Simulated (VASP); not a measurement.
Here is a VASP 6.6.1 calculation.

INCAR

```
PREC = Accurate
ENCUT = 520
EDIFF = 1E-7
ISMEAR = -1
SIGMA = 0.05
LREAL = F
LASPH = T
NELM = 80
ALGO = Normal
ISIF = 2
LWAVE = F
LCHARG = F
GGA = PE
NBANDS = 21
```

The input KPOINTS:

```
regular mesh
0
Gamma
  13 13 7
```

Contents of POSCAR:

```
Sn
1.0
    3.4331719240      0.0000000000      0.0000000000
   -1.7165859620      2.9732141018      0.0000000000
    0.0000000000      0.0000000000      5.4323907426
Sn
2
Direct
    0.3333333333      0.6666666667      0.2500000000
    0.6666666667      0.3333333333      0.7500000000
```

Potentials or basis: VASP PAW PBE potentials, release 64 (Sn_d).

The run is started by

```console
$ cat potpaw_PBE.64/Sn_d/POTCAR > POTCAR
$ mpirun -np 1 vasp_std > vasp.out
```

Q: Predict the band gap on the k mesh.

A: Zero (band 14 reaches 13.22 eV, above the bottom of band 15 at 5.96 eV).

Q: What does it give for the pressure?

A: 0.0 GPa.

Caveat: spin-orbit coupling is left out, which moves the levels of the heavy elements.
